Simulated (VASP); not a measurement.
The system is NiO.

```
Ni O
1.0
     0.00000    2.09972    2.09972
     2.09972    0.00000    2.09972
     2.09972    2.09972    0.00000
Ni O
1 1
Direct
  0.00000 0.00000 0.00000
  0.50000 0.50000 0.50000
```

Program: VASP 6.6.1. Alike in all runs: task single point; spin collinear, ferromagnetic start; cell as given; k mesh 11 × 11 × 11; cutoff (eV) 520; smearing fermi-dirac 0.05 eV.

Problem. Order these runs on this cell by their pressure, lowest first.
A. level LDA; potentials or basis VASP PAW LDA potentials, release 64 (Ni, O)
B. level BLYP+D4; potentials or basis VASP PAW PBE potentials, release 64 (Ni, O)
C. level r2SCAN+D4; potentials or basis VASP PAW PBE potentials, release 64 (Ni, O)
D. level PBE exchange alone; potentials or basis VASP PAW PBE potentials, release 64 (Ni, O)
E. level PBEsol+D3(BJ); potentials or basis VASP PAW PBE potentials, release 64 (Ni, O)

Solution. A (-22.8 GPa), E (-13.8 GPa), C (-3.0 GPa), B (0.9 GPa), D (27.9 GPa).

Caveats: a cell with one magnetic atom can't hold antiferromagnetic order, which such compounds often take (at least some runs); the PAW data sets were made with another functional, which shifts forces and pressure a little (at least some runs); the cell stands under tension (at least some runs); the cell stands under pressure (at least some runs).
